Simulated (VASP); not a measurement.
A run of VASP 6.6.1 is set up as follows.

INCAR

```
ALGO = Normal
EDIFF = 1E-6
ENCUT = 520
GGA = PE
ISIF = 2
ISMEAR = -1
LASPH = True
LCHARG = False
LREAL = False
LWAVE = False
NBANDS = 12
NELM = 80
PREC = Accurate
SIGMA = 0.02
```

KPOINTS

```
k-points
0
Gamma
  8 8 8
```

The input POSCAR:

```
LiCl
1.0
   -0.0501306049      2.5565159201      2.5565159201
    2.5565159201     -0.0501306049      2.5565159201
    2.5565159201      2.5565159201     -0.0501306049
Li Cl
1 1
Direct
    0.0000000000      0.0000000000      0.0000000000
    0.5000000000      0.5000000000      0.5000000000
```

Potentials or basis: VASP PAW PBE potentials, release 64 (Li_sv, Cl).

Launch:

```console
$ cat potpaw_PBE.64/Li_sv/POTCAR potpaw_PBE.64/Cl/POTCAR > POTCAR
$ mpirun -np 1 vasp_std > vasp.out
```

Q: Estimate the band gap on the k mesh.

A: 6.11 eV, direct.

Caveat: the cell differs from its parent crystal (epitaxial 111 strain +2.0%). A k mesh can miss the band edges.
